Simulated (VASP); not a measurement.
Write the native input for VASP 6.6.1 that does the following.

```
Task                   : relaxation of cell and atoms
Functional             : revPBE
Dispersion             : D4
Potentials or basis    : VASP PAW PBE potentials, release 64 (Pb_d)
Cutoff                 : 600 eV
k mesh                 : 9 × 9 × 9
Occupations            : fermi-dirac, width 0.05 eV
Spin                   : no spin polarisation
Dipole correction      : no
Further INCAR settings : ALGO = Fast; EDIFF = 1e-07; IBRION = 2; EDIFFG = -0.01; NSW = 60; ISIF = 3
```

The structure of Pb lies in POSCAR:

```
Pb
1.0
   -1.9796595667      1.9796595667      1.9796595667
    1.9796595667     -1.9796595667      1.9796595667
    1.9796595667      1.9796595667     -1.9796595667
Pb
1
Direct
    0.0000000000      0.0000000000      0.0000000000
```

One way to write it, as run:

INCAR

```
PREC = Accurate ; ENCUT = 600
EDIFF = 1E-7 ; ISMEAR = -1
SIGMA = 0.05 ; LREAL = False
LASPH = True ; NELM = 100
ALGO = Fast ; ISIF = 3
LWAVE = False ; LCHARG = False
GGA = RE ; IVDW = 13
IBRION = 2 ; NSW = 60
EDIFFG = -0.01
```

KPOINTS

```
regular mesh
0
Gamma
  9 9 9
```

Potentials or basis: VASP PAW PBE potentials, release 64 (Pb_d).

Run with:

```bash
$ cat potpaw_PBE.64/Pb_d/POTCAR > POTCAR
$ mpirun -np 1 vasp_std > vasp.out
```

Results of the run:

The relaxed volume is 30.29 Å³/atom and the relaxed cell is a = 3.401 Å, b = 3.401 Å, c = 3.401 Å, α = 109.47°, β = 109.47°, γ = 109.47°. The space group after relaxing (to 0.05 Å) is Im-3m (No. 229). The energy gained by relaxing is 2.3 meV/atom, the ionic steps are 3 and the pressure after relaxing is 0.0 GPa. The band gap on the k mesh is zero (band 7 reaches 15.06 eV, above the bottom of band 8 at 5.32 eV). The dispersion energy per atom is -0.597 eV.

Caveat: the PAW data sets were made with another functional, which shifts forces and pressure a little; spin-orbit coupling is left out, which moves the levels of the heavy elements; pairwise dispersion overbinds metals, which lowers pressure and volume.

Wall time 34 s on 1 thread of Intel Xeon 6975P-C, on a shared host, peak memory 0.17 GiB.
